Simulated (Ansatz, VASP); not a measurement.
Two plane-wave programs on BN

```
B N
1.0
     3.62600    0.00000    0.00000
     0.00000   -3.62600    0.00000
     0.00000    0.00000   -3.62600
B N
4 4
Direct
  0.00000 0.50000 0.50000
  0.50000 0.00000 0.50000
  0.50000 0.50000 0.00000
  0.00000 0.00000 0.00000
  0.75000 0.75000 0.75000
  0.25000 0.25000 0.75000
  0.25000 0.75000 0.25000
  0.75000 0.25000 0.25000
```

Alike in both runs: task single point; functional r2SCAN; k mesh 6 × 6 × 6; occupations gaussian, width 0.05 eV; no spin polarisation.

|  | VASP | Ansatz |
| --- | --- | --- |
| version | VASP 6.6.1 | Ansatz 0.2.0 |
| potentials or method | VASP PAW PBE potentials, release 64 (B_h, N_h), cutoff 910 eV | scalar-relativistic, plane waves, PAW |
| valence electrons in the cell | 32 | 32 |

```csv
,VASP,Ansatz,Ansatz less VASP
gap on the k mesh at the Fermi level (eV),4.98,4.99,+0.006
least direct gap on the mesh (eV),4.98,4.99,+0.006
```

VASP's potentials were made for PBE, not for r2SCAN. The functional is the same, so the differences come from potentials, cutoffs and numerics.

Noted on VASP's run: the cutoff is short for stress, so the pressure is rough.
